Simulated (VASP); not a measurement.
Ge, 2 atoms in the cell. The typed cell holds 2 atoms: a = 4.026 Å, b = 4.026 Å, c = 4.026 Å, α = 95.53°, β = 95.59°, γ = 143.73°.  This cell differs from its parent crystal: ratio of the length along z to the lengths across it x 0.85, volume and fractional coordinates fixed.

* Program: VASP 6.6.1
* Task: single point
* Functional: PBEsol
* Potentials or basis: VASP PAW PBE potentials, release 64 (Ge_d)
* Cutoff: 520 eV
* k mesh: 26 × 26 × 26
* Occupations: gaussian, width 0.15 eV
* Spin: no spin polarisation
* Dipole correction: no
* Further INCAR settings: ALGO = Fast; EDIFF = 1e-07; NBANDS = 21

Potentials or basis: VASP PAW PBE potentials, release 64 (Ge_d).

Run with:

```console
$ cat potpaw_PBE.64/Ge_d/POTCAR > POTCAR
$ mpirun -np 1 vasp_std > vasp.out
```

Hardware: 1 thread of Oxide Virtual Turin-like Processor (shared host).

Q: Estimate the wall time of this run.

A: It took 46 min on 1 thread of Oxide Virtual Turin-like Processor, on a shared host, peak memory 1.4 GiB. Counts: scf iterations 14, k points 2471.
